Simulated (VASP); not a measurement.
# Zn (P6_3/mmc) in VASP: single point with PBE

Aim: the single point of Zn with PBE.

All numbers are computed with VASP 6.6.1; they aren't measurements. Logs are shortened: lines on timing, memory, paths and dates and some standing lists are left out, and cuts for length are marked.

### Step 1. The cell of the first run

It takes space group P6_3/mmc (No. 194, hexagonal). Conventional cell: a = 2.670 Å, b = 2.670 Å, c = 4.966 Å, α = 90.00°, β = 90.00°, γ = 120.00°. Zn (site symmetry -6m2) has 12 Zn at 2.67 to 2.92 Å within 3.5 Å.

### Step 2. Single point, PBE

File INCAR:

```
ALGO = Normal ; EDIFF = 1E-6
ENCUT = 500 ; GGA = PE
GGA_COMPAT = False ; ISIF = 2
ISMEAR = -1 ; LASPH = True
LCHARG = False ; LREAL = False
LWAVE = False ; NBANDS = 19
NELM = 120 ; PREC = Accurate
SIGMA = 0.3
```

File KPOINTS:

```
k-points
0
Gamma
  6 6 3
```

File POSCAR:

```
Zn
1.0
    2.6700000000      0.0000000000      0.0000000000
   -1.3350000000      2.3122878300      0.0000000000
    0.0000000000      0.0000000000      4.9660000000
Zn
2
Direct
    0.3333333300      0.6666666700      0.2500000000
    0.6666666700      0.3333333300      0.7500000000
```

Potentials or basis: VASP PAW PBE potentials, release 64 (Zn).

On the command line:

```console
> cat potpaw_PBE.64/Zn/POTCAR > POTCAR
> mpirun -np 1 vasp_std > vasp.out
```

OUTCAR:

```text
EDIFF = 1E-6
   ENCUT = 500
   GGA = PE
   ISIF = 2
   ISMEAR = -1
   LASPH = True
   LREAL = False
   NELM = 120
   PREC = Accurate

 ion  position               nearest neighbor table
   1  0.333  0.667  0.250-   2 2.92   2 2.92   2 2.92   2 2.92   2 2.92   2 2.92
   2  0.667  0.333  0.750-   1 2.92   1 2.92   1 2.92   1 2.92   1 2.92   1 2.92

  LATTYP: Found a hexagonal cell.
 ALAT       =     2.6700000000
 C/A-ratio  =     1.8599250936

  Lattice vectors:

 A1 = (   2.6700000000,   0.0000000000,   0.0000000000)
 A2 = (  -1.3350000000,   2.3122878300,   0.0000000000)
 A3 = (   0.0000000000,   0.0000000000,   4.9660000000)

Analysis of symmetry for initial positions (statically):
=====================================================================
 Subroutine PRICEL returns:
 Original cell was already a primitive cell.

 Routine SETGRP: Setting up the symmetry group for a
 hexagonal supercell.

 Subroutine GETGRP returns: Found 24 space group operations
 (whereof 12 operations were pure point group operations)
 out of a pool of 24 trial point group operations.

The static configuration has the point symmetry D_3d.
 The point group associated with its full space group is D_6h.

Analysis of symmetry for dynamics (positions and initial velocities):
=====================================================================
 Subroutine PRICEL returns:
 Original cell was already a primitive cell.

 Routine SETGRP: Setting up the symmetry group for a
 hexagonal supercell.

 Subroutine GETGRP returns: Found 24 space group operations
 (whereof 12 operations were pure point group operations)
 out of a pool of 24 trial point group operations.

The dynamic configuration has the point symmetry D_3d.
 The point group associated with its full space group is D_6h.

 Subroutine INISYM returns: Found 24 space group operations
 (whereof 12 operations are pure point group operations),
 and found     1 'primitive' translations

----------------------------------------------------------------------------------------

                                     Primitive cell

  volume of cell :      30.6591

  direct lattice vectors                    reciprocal lattice vectors
     2.670000000  0.000000000  0.000000000     0.374531835  0.216236056  0.000000000
    -1.335000000  2.312287830  0.000000000     0.000000000  0.432472111  0.000000000
     0.000000000  0.000000000  4.966000000     0.000000000  0.000000000  0.201369311

  length of vectors
     2.670000000  2.670000002  4.966000000     0.432472112  0.432472111  0.201369311

  position of ions in fractional coordinates (direct lattice)
     0.333333330  0.666666670  0.250000000
     0.666666670  0.333333330  0.750000000

  ion indices of the primitive-cell ions
   primitive index   ion index
                 1           1
                 2           2

----------------------------------------------------------------------------------------

 KPOINTS: k-points

Automatic generation of k-mesh.
 Grid dimensions read from file:
 generate k-points for:    6    6    3

 Generating k-lattice:

  Cartesian coordinates                     Fractional coordinates (reciprocal lattice)
     0.062421973  0.036039343  0.000000000     0.166666667  0.000000000  0.000000000
     0.000000000  0.072078685  0.000000000     0.000000000  0.166666667  0.000000000
     0.000000000  0.000000000  0.067123104     0.000000000  0.000000000  0.333333333

  Length of vectors
     0.072078685  0.072078685  0.067123104

  Shift w.r.t. Gamma in fractional coordinates (k-lattice)
     0.000000000  0.000000000  0.000000000

 Subroutine IBZKPT returns following result:
 ===========================================

 Found     14 irreducible k-points:

 Following reciprocal coordinates:
            Coordinates               Weight
  0.000000  0.000000  0.000000      1.000000
  0.166667  0.000000  0.000000      6.000000
  0.333333  0.000000  0.000000      6.000000
  0.500000  0.000000  0.000000      3.000000
  0.166667  0.166667  0.000000      6.000000
  0.333333  0.166667  0.000000     12.000000
  0.333333  0.333333  0.000000      2.000000
  0.000000  0.000000  0.333333      2.000000
  0.166667  0.000000  0.333333     12.000000
  0.333333  0.000000  0.333333     12.000000
  0.500000  0.000000  0.333333      6.000000
  0.166667  0.166667  0.333333     12.000000
  0.333333  0.166667  0.333333     24.000000
  0.333333  0.333333  0.333333      4.000000
   k-points           NKPTS =     14   k-points in BZ     NKDIM =     14   number of bands    NBANDS=     19
   number of dos      NEDOS =    301   number of ions     NIONS =      2
   total plane-waves  NPLWV =  14400
   dimension x,y,z NGX =    20 NGY =   20 NGZ =   36
   dimension x,y,z NGXF=    40 NGYF=   40 NGZF=   72
   ions per type =               2
   NGX,Y,Z   is equivalent  to a cutoff of  12.45, 12.45, 12.05 a.u.
   NGXF,Y,Z  is equivalent  to a cutoff of  24.91, 24.91, 24.10 a.u.
 SYSTEM =  unknown system
   PREC   = accura    normal or accurate (medium, high low for compatibility)
   ISTART =      0    job   : 0-new  1-cont  2-samecut
   ICHARG =      2    charge: 1-file 2-atom 10-const
   ISPIN  =      1    spin polarized calculation?
   LNONCOLLINEAR =      F non collinear calculations
   LSORBIT =      F    spin-orbit coupling
   LASPH  =      T    aspherical Exc in radial PAW
   ENCUT  =  500.0 eV  36.75 Ry    6.06 a.u.   4.87  4.87  9.05*2*pi/ulx,y,z
   NELM   =    120;   NELMIN=  2; NELMDL= -5     # of ELM steps
   EDIFF  = 0.1E-05   stopping-criterion for ELM
   LREAL  =      F    real-space projection
   EDIFFG = 0.1E-04   stopping-criterion for IOM
   NSW    =      0    number of steps for IOM
   IBRION =     -1    ionic relax: 0-MD 1-quasi-New 2-CG
   NFREE  =      0    steps in history (QN), initial steepest desc. (CG)
   ISIF   =      2    stress and relaxation
   ISYM   =      2    0-nonsym 1-usesym 2-fastsym
   POTIM  = 0.5000    time-step for ionic-motion
   TEBEG  =    0.0;   TEEND  =   0.0 temperature during run
   PSTRESS=    0.0 pullay stress
   NELECT =      24.0000    total number of electrons
   NUPDOWN=      -1.0000    fix difference up-down
   EMIN   =  10.00;   EMAX   =-10.00  energy-range for DOS
   EFERMI =   0.00;   METHOD = LEGACY
   ISMEAR =    -1;   SIGMA  =   0.30  broadening in eV -4-tet -1-fermi 0-gaus
   EFERMI_NEDOS =   21; number of points for ismear=-14 and -15
   IALGO  =     38    algorithm
   IMIX   =      4    mixing-type and parameters
     AMIX     =   0.40;   BMIX     =  1.00
     AMIX_MAG =   1.60;   BMIX_MAG =  1.00
  volume/ion in A,a.u.               =      15.33       103.45
  Fermi-wavevector in a.u.,A,eV,Ry     =   1.508778  2.851177 30.972445  2.276410
  Thomas-Fermi vector in A             =   2.619187
   LORBIT       =      0    0 simple, 1 ext, 2 COOP (PROOUT), +10 PAW based schemes
   GGA     = PE    functional components
   LHFCALC =     F    Hartree Fock is set to
   AEXX    =    0.0000 exact exchange contribution
   IVDW    =     0    specifies the selected vdW correction
   LEPSILON=     F    determine dielectric tensor
   LRPA    =     F    only Hartree local field effects (RPA)
 non-spin polarized calculation
  energy-cutoff  :      500.00
  volume of cell :       30.66
 maximum number of plane-waves:       796
 NGX is ok and might be reduce to    20
   NGX =  9   NGY =  9   NGZ = 19

 number of electron      23.9999970 magnetization

 Free energy of the ion-electron system (eV)
  ---------------------------------------------------
  ext. energy  EPLUGINS =         0.00000000
  ---------------------------------------------------
  free energy    TOTEN  =        -2.29121915 eV

  energy without entropy =       -2.12687940  energy(sigma->0) =       -2.20904928

 E-fermi :   3.2298     XC(G=0): -11.5092

 val. band max:        3.2154022920   @ k =   0.3333   0.3333   0.0000
 cond. band min:       3.4376501568   @ k =   0.3333   0.0000   0.0000
 fundamental gap:      0.2222478648
 Fermi energy:         3.2297577669

 k-point     1 :       0.0000    0.0000    0.0000
  band No.  band energies     occupation
      1      -7.2834      2.00000
      2      -5.5131      2.00000
      3      -4.8228      2.00000
      4      -4.6071      2.00000
      5      -4.6071      2.00000
      6      -4.5584      2.00000
[... 11 lines left out ...]
     18      22.0605      0.00000
     19      22.0610      0.00000

 k-point     2 :       0.1667    0.0000    0.0000
  band No.  band energies     occupation
      1      -6.4861      2.00000
      2      -5.2247      2.00000
      3      -4.7778      2.00000
      4      -4.6617      2.00000
      5      -4.5668      2.00000
      6      -4.4564      2.00000
[... 11 lines left out ...]
     18      19.3136      0.00000
     19      20.2742      0.00000

 k-point     3 :       0.3333    0.0000    0.0000
  band No.  band energies     occupation
      1      -5.2823      2.00000
      2      -5.1768      2.00000
      3      -4.9144      2.00000
      4      -4.5791      2.00000
      5      -4.5036      2.00000
      6      -4.3999      2.00000
[... 11 lines left out ...]
     18      17.7854      0.00000
     19      19.4567      0.00000

 k-point     4 :       0.5000    0.0000    0.0000
  band No.  band energies     occupation
      1      -5.3302      2.00000
      2      -5.2440      2.00000
      3      -5.0781      2.00000
      4      -4.6077      2.00000
      5      -4.4517      2.00000
      6      -4.4390      2.00000
[... 11 lines left out ...]
     18      17.2840      0.00000
     19      18.3976      0.00000

 k-point     5 :       0.1667    0.1667    0.0000
  band No.  band energies     occupation
      1      -5.2128      2.00000
      2      -4.9301      2.00000
      3      -4.8696      2.00000
      4      -4.7743      2.00000
      5      -4.6754      2.00000
      6      -4.5179      2.00000
[... 11 lines left out ...]
     18      16.1907      0.00000
     19      17.5279      0.00000

 k-point     6 :       0.3333    0.1667    0.0000
  band No.  band energies     occupation
      1      -5.0938      2.00000
      2      -4.9934      2.00000
      3      -4.9897      2.00000
      4      -4.6036      2.00000
      5      -4.4817      2.00000
      6      -4.4762      2.00000
[... 11 lines left out ...]
     18      14.2113      0.00000
     19      15.6109      0.00000

 k-point     7 :       0.3333    0.3333    0.0000
  band No.  band energies     occupation
      1      -4.9401      2.00000
      2      -4.7599      2.00000
      3      -4.7599      2.00000
      4      -4.6852      2.00000
      5      -4.6078      2.00000
      6      -4.6078      2.00000
[... 11 lines left out ...]
     18       9.2567      0.00000
     19      11.8024      0.00000

 k-point     8 :       0.0000    0.0000    0.3333
  band No.  band energies     occupation
      1      -6.6497      2.00000
      2      -5.6393      2.00000
      3      -4.7725      2.00000
      4      -4.6086      2.00000
      5      -4.6086      2.00000
      6      -4.5825      2.00000
[... 11 lines left out ...]
     18      22.1086      0.00000
     19      22.3916      0.00000

 k-point     9 :       0.1667    0.0000    0.3333
  band No.  band energies     occupation
      1      -5.9106      2.00000
      2      -5.2364      2.00000
      3      -4.7681      2.00000
      4      -4.7040      2.00000
      5      -4.6481      2.00000
      6      -4.4940      2.00000
[... 11 lines left out ...]
     18      19.8821      0.00000
     19      19.9517      0.00000

 k-point    10 :       0.3333    0.0000    0.3333
  band No.  band energies     occupation
      1      -5.2559      2.00000
      2      -5.1711      2.00000
      3      -4.9114      2.00000
      4      -4.8585      2.00000
      5      -4.3451      2.00000
      6      -4.3180      2.00000
[... 11 lines left out ...]
     18      17.2025      0.00000
     19      17.8691      0.00000

 k-point    11 :       0.5000    0.0000    0.3333
  band No.  band energies     occupation
      1      -5.3226      2.00000
      2      -5.2993      2.00000
      3      -5.0172      2.00000
      4      -4.9136      2.00000
      5      -4.3521      2.00000
      6      -4.2072      2.00000
[... 11 lines left out ...]
     18      16.2255      0.00000
     19      17.4683      0.00000

 k-point    12 :       0.1667    0.1667    0.3333
  band No.  band energies     occupation
      1      -5.0470      2.00000
      2      -4.9075      2.00000
      3      -4.8265      2.00000
      4      -4.8048      2.00000
      5      -4.6889      2.00000
      6      -4.6878      2.00000
[... 11 lines left out ...]
     18      13.3013      0.00000
     19      21.3574      0.00000

 k-point    13 :       0.3333    0.1667    0.3333
  band No.  band energies     occupation
      1      -5.1068      2.00000
      2      -5.0444      2.00000
      3      -4.8782      2.00000
      4      -4.8575      2.00000
      5      -4.5197      2.00000
      6      -4.3073      2.00000
[... 11 lines left out ...]
     18      14.1377      0.00000
     19      17.3090      0.00000

 k-point    14 :       0.3333    0.3333    0.3333
  band No.  band energies     occupation
      1      -4.8322      2.00000
      2      -4.8318      2.00000
      3      -4.8318      2.00000
      4      -4.6954      2.00000
      5      -4.5816      2.00000
      6      -4.5816      2.00000
[... 11 lines left out ...]
     18      13.5548      0.00000
     19      14.9672      0.00000

------------------------ aborting loop because EDIFF is reached ----------------------------------------

  FORCE on cell =-STRESS in cart. coord.  units (eV):
  Direction    XX          YY          ZZ          XY          YZ          ZX
  --------------------------------------------------------------------------------------
  -------------------------------------------------------------------------------------
  Total       -0.2566827     -0.2566827      0.7397145      0.0000000     -0.0000000      0.0000000
  in kB      -13.4136596    -13.4136596     38.6558146      0.0000000     -0.0000000      0.0000000
  external PRESSURE =       3.9428318 kB  Pullay stress =       0.0000000 kB

 VOLUME and BASIS-vectors are now :
 -----------------------------------------------------------------------------
  energy-cutoff  :      500.00
  volume of cell :       30.66
      direct lattice vectors                 reciprocal lattice vectors
     2.670000000  0.000000000  0.000000000     0.374531835  0.216236056  0.000000000
    -1.335000000  2.312287830  0.000000000     0.000000000  0.432472111  0.000000000
     0.000000000  0.000000000  4.966000000     0.000000000  0.000000000  0.201369311

 POSITION                                       TOTAL-FORCE (eV/Angst)
 -----------------------------------------------------------------------------------
     -0.00000      1.54153      1.24150         0.000000      0.000000      0.000000
      1.33500      0.77076      3.72450        -0.000000      0.000000      0.000000
 -----------------------------------------------------------------------------------
    total drift:                               -0.000001      0.000000      0.000000

  FREE ENERGIE OF THE ION-ELECTRON SYSTEM (eV)
  ---------------------------------------------------
  free  energy   TOTEN  =        -2.2912191485 eV

  energy  without entropy=       -2.1268794036  energy(sigma->0) =       -2.20904928
```

Run time: 19 s. Hardware: 1 thread of Intel Xeon 8259CL, shared host; peak memory 0.13 GiB.

Results:

```yaml
Free_energy: -2.2912 eV
Pressure: 0.4 GPa
Band_gap_on_the_k_mesh: zero (band 12 reaches 3.66 eV, above the bottom of band 13 at -0.01 eV)
```

Caveat: the k points lie up to 0.45 Å⁻¹ apart.
